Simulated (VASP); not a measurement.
Here is a VASP 6.6.1 calculation.

Contents of INCAR:

```
PREC = Accurate
ENCUT = 520
EDIFF = 1E-6
ISMEAR = 0
SIGMA = 0.1
LREAL = Auto
LASPH = True
NELM = 60
ALGO = Normal
ISIF = 2
LWAVE = False
LCHARG = False
GGA = PS
ISYM = 0
NBANDS = 94
```

File KPOINTS:

```
Automatic mesh
0
Gamma
  2 2 2
  0.5 0.5 0.5
```

File POSCAR:

```
Ti5Al2C3
1.0
    7.0605915828      0.5230232261      0.2047232967
    0.5344862320      5.9296315604     -0.0761897876
    0.2307385678     -0.0744400183      6.3589837400
Ti Al C
10 4 6
Direct
    0.5301690506      0.2719947889      0.7583591176
    0.3077657382      0.2169809841      0.1322896681
    0.5907050660      0.6589643565      0.5136749011
    0.2591079869      0.6448964426      0.4105451156
    0.9741987519      0.9843420213      0.1265222384
    0.1691994135      0.5687894412     -0.0280646867
    0.6909419657      0.3697175485      0.1065733813
    0.8888766925      0.8025956592      0.7086552960
    0.5851227826      0.8247082670      1.0130958672
    0.9368280072      0.2852178096      0.7542408704
    0.9505918489      0.4898040412      0.3388933310
    0.2664457838      0.9191016991      0.8006192660
    0.2608390828      0.1819006966      0.5098372907
    0.6574681565      0.0593900594      0.3915164898
    0.7568837157      0.0632826821      0.9041143333
    0.0116469979      0.3131184169      0.0626165980
    0.6977813181      0.5485694601      0.8017826617
    0.2776236958      0.8529993460      0.1243513869
    0.3973558035      0.9084694034      0.2984804677
    0.4797950596      0.3610854097      0.4038252394
```

Potentials or basis: VASP PAW PBE potentials, release 64 (Ti_sv, Al, C).

Run with:

```console
$ cat potpaw_PBE.64/Ti_sv/POTCAR potpaw_PBE.64/Al/POTCAR potpaw_PBE.64/C/POTCAR > POTCAR
$ mpirun -np 1 vasp_std > vasp.out
```

**Question.** What does it give for the pressure?

**Answer.** 0.1 GPa.

**Question.** What does it give for the band gap on the k mesh?

**Answer.** Zero (bands 78 and 79 overlap by 0.08 eV).

**Question.** Predict the largest force.

**Answer.** 0.045 eV/Å.

Forces on the atoms (eV/Å):
```
Ti  -0.001  0.008  0.004
Ti   0.025  0.036 -0.011
Ti   0.006  0.016  0.026
Ti  -0.033  0.020 -0.013
Ti  -0.011 -0.029  0.014
Ti  -0.008 -0.020 -0.018
Ti  -0.026 -0.010  0.023
Ti   0.020 -0.008 -0.001
Ti   0.019 -0.036 -0.013
Ti   0.014  0.014 -0.032
Al  -0.009  0.006  0.011
Al  -0.001 -0.026  0.001
Al   0.008  0.020 -0.003
Al  -0.001 -0.015  0.009
C   -0.005  0.018  0.014
C   -0.002  0.010 -0.034
C    0.010  0.006  0.012
C   -0.023 -0.016 -0.023
C    0.024  0.000  0.038
C   -0.006  0.007 -0.004
```

Caveat: the k points lie up to 0.54 Å⁻¹ apart; the atoms stand as in a frame of molecular dynamics; the PAW data sets were made with another functional, which shifts forces and pressure a little.
